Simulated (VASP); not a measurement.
# BN (P6_3/mmc) in VASP: further runs

BN is run at these levels: PBEsol, PBE, r2SCAN+D4, r2SCAN; tasks: single point, relaxation of cell and atoms.

Program: VASP 6.6.1. These are calculated values, not measurements. Logs are shortened: lines on timing, memory, paths and dates and some standing lists are left out, and cuts for length are marked.

## Step 1: The cell of the first run

Symmetry: P6_3/mmc, No. 194, hexagonal system. Conventional cell: a = 2.504 Å, b = 2.504 Å, c = 7.039 Å, α = 90.00°, β = 90.00°, γ = 120.00°. Within 1.9 Å of B (site symmetry -6m2) lie 3 N at 1.45 Å. N (site symmetry -6m2) has 3 B at 1.45 Å within 1.9 Å.

## Step 2: Single point, PBEsol

INCAR

```
SYSTEM = BN
PREC = Accurate ; ENCUT = 520
EDIFF = 1E-6 ; ISMEAR = 1
SIGMA = 0.05 ; LREAL = .False.
LASPH = .True. ; NELM = 80
ALGO = Normal ; ISIF = 2
LWAVE = .False. ; LCHARG = .True.
GGA = PS ; LELF = .True.
LVHAR = .True. ; NBANDS = 16
```

KPOINTS

```
regular mesh
0
Gamma
  12 12 4
  0 0 0
```

POSCAR

```
BN
1.0
    2.5043944379      0.0000000000      0.0000000000
   -1.2521972190      2.1688692043      0.0000000000
    0.0000000000      0.0000000000      7.0392475343
B N
2 2
Direct
    0.3333333333      0.6666666667      0.2500000000
    0.6666666667      0.3333333333      0.7500000000
    0.3333333333      0.6666666667      0.7500000000
    0.6666666667      0.3333333333      0.2500000000
```

Potentials or basis: VASP PAW PBE potentials, release 64 (B, N).

Command:

```sh
$ cat potpaw_PBE.64/B/POTCAR potpaw_PBE.64/N/POTCAR > POTCAR
$ mpirun -np 1 vasp_std > vasp.out
```

OUTCAR:

```text
SYSTEM = BN
   PREC = Accurate
   ENCUT = 520
   EDIFF = 1E-6
   ISMEAR = 1
   LREAL = .False.
   LASPH = .True.
   NELM = 80
   ISIF = 2
   GGA = PS

 ion  position               nearest neighbor table
   1  0.333  0.667  0.250-   4 1.45   4 1.45   4 1.45
   2  0.667  0.333  0.750-   3 1.45   3 1.45   3 1.45
   3  0.333  0.667  0.750-   2 1.45   2 1.45   2 1.45
   4  0.667  0.333  0.250-   1 1.45   1 1.45   1 1.45

  LATTYP: Found a hexagonal cell.
 ALAT       =     2.5043944379
 C/A-ratio  =     2.8107583325

  Lattice vectors:

 A1 = (   2.5043944379,   0.0000000000,   0.0000000000)
 A2 = (  -1.2521972190,   2.1688692043,   0.0000000000)
 A3 = (   0.0000000000,   0.0000000000,   7.0392475343)

Analysis of symmetry for initial positions (statically):
=====================================================================
 Subroutine PRICEL returns:
 Original cell was already a primitive cell.

 Routine SETGRP: Setting up the symmetry group for a
 hexagonal supercell.

 Subroutine GETGRP returns: Found 24 space group operations
 (whereof 12 operations were pure point group operations)
 out of a pool of 24 trial point group operations.

The static configuration has the point symmetry D_3d.
 The point group associated with its full space group is D_6h.

Analysis of symmetry for dynamics (positions and initial velocities):
=====================================================================
 Subroutine PRICEL returns:
 Original cell was already a primitive cell.

 Routine SETGRP: Setting up the symmetry group for a
 hexagonal supercell.

 Subroutine GETGRP returns: Found 24 space group operations
 (whereof 12 operations were pure point group operations)
 out of a pool of 24 trial point group operations.

The dynamic configuration has the point symmetry D_3d.
 The point group associated with its full space group is D_6h.

 Subroutine INISYM returns: Found 24 space group operations
 (whereof 12 operations are pure point group operations),
 and found     1 'primitive' translations

----------------------------------------------------------------------------------------

                                     Primitive cell

  volume of cell :      38.2351

  direct lattice vectors                    reciprocal lattice vectors
     2.504394438  0.000000000  0.000000000     0.399298124  0.230534879  0.000000000
    -1.252197219  2.168869204  0.000000000     0.000000000  0.461069758  0.000000000
[... 91 lines left out ...]
   EDIFFG = 0.1E-04   stopping-criterion for IOM
   NSW    =      0    number of steps for IOM
   IBRION =     -1    ionic relax: 0-MD 1-quasi-New 2-CG
   NFREE  =      0    steps in history (QN), initial steepest desc. (CG)
   ISIF   =      2    stress and relaxation
   ISYM   =      2    0-nonsym 1-usesym 2-fastsym
   POTIM  = 0.5000    time-step for ionic-motion
   TEBEG  =    0.0;   TEEND  =   0.0 temperature during run
   PSTRESS=    0.0 pullay stress
   NELECT =      16.0000    total number of electrons
   NUPDOWN=      -1.0000    fix difference up-down
   EMIN   =  10.00;   EMAX   =-10.00  energy-range for DOS
   EFERMI =   0.00;   METHOD = LEGACY
   ISMEAR =     1;   SIGMA  =   0.05  broadening in eV -4-tet -1-fermi 0-gaus
   EFERMI_NEDOS =   21; number of points for ismear=-14 and -15
   IALGO  =     38    algorithm
   IMIX   =      4    mixing-type and parameters
     AMIX     =   0.40;   BMIX     =  1.00
     AMIX_MAG =   1.60;   BMIX_MAG =  1.00
  volume/ion in A,a.u.               =       9.56        64.51
  Fermi-wavevector in a.u.,A,eV,Ry     =   1.224505  2.313980 20.400760  1.499414
  Thomas-Fermi vector in A             =   2.359578
   LORBIT       =      0    0 simple, 1 ext, 2 COOP (PROOUT), +10 PAW based schemes
   GGA     = PS    functional components
   LHFCALC =     F    Hartree Fock is set to
   AEXX    =    0.0000 exact exchange contribution
   IVDW    =     0    specifies the selected vdW correction
   LEPSILON=     F    determine dielectric tensor
   LRPA    =     F    only Hartree local field effects (RPA)
 non-spin polarized calculation
 Methfessel and Paxton  Order N= 1 SIGMA  =   0.05
  energy-cutoff  :      520.00
  volume of cell :       38.24
 maximum number of plane-waves:      1058
 NGX is ok and might be reduce to    20
   NGX =  9   NGY =  9   NGZ = 27

 number of electron      15.9999998 magnetization

 Free energy of the ion-electron system (eV)
  ---------------------------------------------------
  ext. energy  EPLUGINS =         0.00000000
  ---------------------------------------------------
  free energy    TOTEN  =       -36.57080983 eV

  energy without entropy =      -36.57091970  energy(sigma->0) =      -36.57084646

 E-fermi :   1.7646     XC(G=0):  -9.9069

 val. band max:        1.7360817559   @ k =   0.3333   0.3333   0.5000
 cond. band min:       5.9990228330   @ k =   0.5000  -0.0000   0.0000
 fundamental gap:      4.2629410770
 Fermi energy:         1.7646057896

 k-point     1 :       0.0000    0.0000    0.0000
  band No.  band energies     occupation
      1     -15.9721      2.00000
      2     -15.7801      2.00000
      3      -4.3148      2.00000
      4      -2.6874      2.00000
      5       0.4275      2.00000
      6       0.4275      2.00000
[... 433 lines left out ...]
      3      -5.1393      2.00000
      4      -5.1064      2.00000
      5      -1.8322      2.00000
      6      -1.8072      2.00000
[... 8 lines left out ...]
     15      18.1066      0.00000
     16      20.1586      0.00000

 [... further k-points ...]

------------------------ aborting loop because EDIFF is reached ----------------------------------------

  FORCE on cell =-STRESS in cart. coord.  units (eV):
  Direction    XX          YY          ZZ          XY          YZ          ZX
  --------------------------------------------------------------------------------------
  -------------------------------------------------------------------------------------
  Total        0.1109446      0.1109446     -0.0314484     -0.0000000      0.0000000      0.0000000
  in kB        4.6489463      4.6489463     -1.3177936     -0.0000000      0.0000000      0.0000000
  external PRESSURE =       2.6600330 kB  Pullay stress =       0.0000000 kB

 VOLUME and BASIS-vectors are now :
 -----------------------------------------------------------------------------
  energy-cutoff  :      520.00
  volume of cell :       38.24
      direct lattice vectors                 reciprocal lattice vectors
     2.504394438  0.000000000  0.000000000     0.399298124  0.230534879  0.000000000
    -1.252197219  2.168869204  0.000000000     0.000000000  0.461069758  0.000000000
     0.000000000  0.000000000  7.039247534     0.000000000  0.000000000  0.142060639

 POSITION                                       TOTAL-FORCE (eV/Angst)
 -----------------------------------------------------------------------------------
     -0.00000      1.44591      1.75981        -0.000000     -0.000000      0.000000
      1.25220      0.72296      5.27944        -0.000000      0.000000      0.000000
     -0.00000      1.44591      5.27944         0.000000      0.000000      0.000000
      1.25220      0.72296      1.75981         0.000000     -0.000000      0.000000
 -----------------------------------------------------------------------------------
    total drift:                                0.000000     -0.000000      0.000000

  FREE ENERGIE OF THE ION-ELECTRON SYSTEM (eV)
  ---------------------------------------------------
  free  energy   TOTEN  =       -36.5708098342 eV

  energy  without entropy=      -36.5709197021  energy(sigma->0) =      -36.57084646
```

OSZICAR:

```text
N       E                     dE             d eps       ncg     rms          rms(c)
DAV:   1     0.496486708849E+02    0.49649E+02   -0.78365E+03  1832   0.915E+02
DAV:   2    -0.365802492936E+02   -0.86229E+02   -0.78195E+02  2504   0.221E+02
DAV:   3    -0.400468393805E+02   -0.34666E+01   -0.34524E+01  2408   0.436E+01
DAV:   4    -0.400706827053E+02   -0.23843E-01   -0.23840E-01  2232   0.400E+00
DAV:   5    -0.400709262434E+02   -0.24354E-03   -0.24354E-03  2392   0.386E-01    0.111E+01
DAV:   6    -0.369643018693E+02    0.31066E+01   -0.49788E+00  2344   0.168E+01    0.504E+00
DAV:   7    -0.366617113595E+02    0.30259E+00   -0.52544E-01  2400   0.520E+00    0.310E+00
DAV:   8    -0.365740198545E+02    0.87692E-01   -0.23164E-01  2320   0.318E+00    0.466E-01
DAV:   9    -0.365697824210E+02    0.42374E-02   -0.14600E-02  2088   0.956E-01    0.182E-01
DAV:  10    -0.365706783355E+02   -0.89591E-03   -0.11399E-03  2080   0.256E-01    0.309E-02
DAV:  11    -0.365707974070E+02   -0.11907E-03   -0.82346E-05  2272   0.673E-02    0.225E-02
DAV:  12    -0.365708097015E+02   -0.12294E-04   -0.26152E-05  1992   0.329E-02    0.206E-03
DAV:  13    -0.365708098342E+02   -0.13270E-06   -0.56863E-07  2008   0.598E-03
   1 F= -.36570810E+02 E0= -.36570846E+02  d E =0.109868E-03
```

It took 29 s on 1 thread of Intel Xeon 8259CL, shared host; peak memory 0.17 GiB.

What came out:

- Free energy: -36.5708 eV
- Pressure: 0.3 GPa
- Band gap on the k mesh: 4.26 eV (least direct gap 4.60 eV)

Stress tensor (GPa, compression positive):
```
 0.46  0.00  0.00
 0.00  0.46  0.00
 0.00  0.00 -0.13
```

Levels at points of the mesh, in eV from the valence-band top:
```
           k point  band 5  band 6  band 7  band 8  band 9  band 10  band 11  band 12
(0.00, 0.00, 0.00)   -1.31   -1.31   -1.29   -1.29    4.75     9.48    11.52    11.52
(0.50, 0.00, 0.00)   -4.13   -4.09   -1.30   -0.56    4.26     5.36     9.41     9.92
(0.00, 0.00, 0.50)   -1.30   -1.30   -1.30   -1.30    6.83     6.83    11.56    11.56
(0.50, 0.00, 0.50)   -4.11   -4.11   -0.92   -0.92    4.67     4.67     9.81     9.81
```

Caveat: the PAW data sets were made with another functional, which shifts forces and pressure a little; this functional lacks dispersion, which binds the layers, so the pressure and a relaxed spacing across them are unreliable. A k mesh can miss the band edges.

## Step 3: Single point, PBE

This run uses another cell than the first one, of 11.47 Å³/atom.

INCAR

```
SYSTEM = BN
ALGO = Normal
EDIFF = 1E-7
ENCUT = 520
GGA = PE
ISIF = 2
ISMEAR = 1
LASPH = .TRUE.
LCHARG = .FALSE.
LREAL = .FALSE.
LWAVE = .FALSE.
NBANDS = 16
NELM = 60
PREC = Accurate
SIGMA = 0.05
```

KPOINTS

```
k-points
0
G
  12 12 4
  0 0 0
```

POSCAR

```
BN
1.0
    2.5122319224      0.0000000000      0.0000000000
   -1.2561159612      2.1756566650      0.0000000000
    0.0000000000      0.0000000000      8.3954034626
B N
2 2
Direct
    0.3333333333      0.6666666667      0.2500000000
    0.6666666667      0.3333333333      0.7500000000
    0.3333333333      0.6666666667      0.7500000000
    0.6666666667      0.3333333333      0.2500000000
```

Potentials or basis: VASP PAW PBE potentials, release 64 (B, N).

Command:

```sh
$ cat potpaw_PBE.64/B/POTCAR potpaw_PBE.64/N/POTCAR > POTCAR
$ mpirun -np 1 vasp_std > vasp.out
```

It took 44 s on 1 thread of Intel Xeon 8259CL, shared host; peak memory 0.18 GiB.

Results (log left out):

| Quantity | Value |
| --- | --- |
| Free energy | -35.2072 eV |
| Pressure | 0.0 GPa |
| Band gap on the k mesh | 4.38 eV (least direct gap 4.66 eV) |

Stress tensor (GPa, compression positive):
```
 0.11  0.00  0.00
 0.00  0.11  0.00
 0.00  0.00 -0.09
```

Levels at points of the mesh, in eV from the valence-band top:
| k point | band 4 | band 5 | band 6 | band 7 | band 8 | band 9 | band 10 | band 11 | band 12 | band 13 |
| --- | --- | --- | --- | --- | --- | --- | --- | --- | --- | --- |
| (0.00, 0.00, 0.00) | -4.90 | -1.35 | -1.35 | -1.35 | -1.35 | 4.38 | 7.71 | 10.00 | 11.51 | 11.51 |
| (0.50, 0.00, 0.00) | -8.84 | -4.12 | -4.12 | -1.01 | -0.79 | 4.58 | 5.00 | 9.43 | 9.86 | 12.08 |
| (0.00, 0.00, 0.50) | -5.20 | -1.35 | -1.35 | -1.35 | -1.35 | 5.65 | 5.65 | 11.51 | 11.51 | 11.51 |
| (0.50, 0.00, 0.50) | -8.85 | -4.12 | -4.12 | -0.90 | -0.90 | 4.77 | 4.77 | 9.69 | 9.69 | 12.65 |

Caveat: this functional lacks dispersion, which binds the layers, so the pressure and a relaxed spacing across them are unreliable.

(Continued in part 2 of 2.)
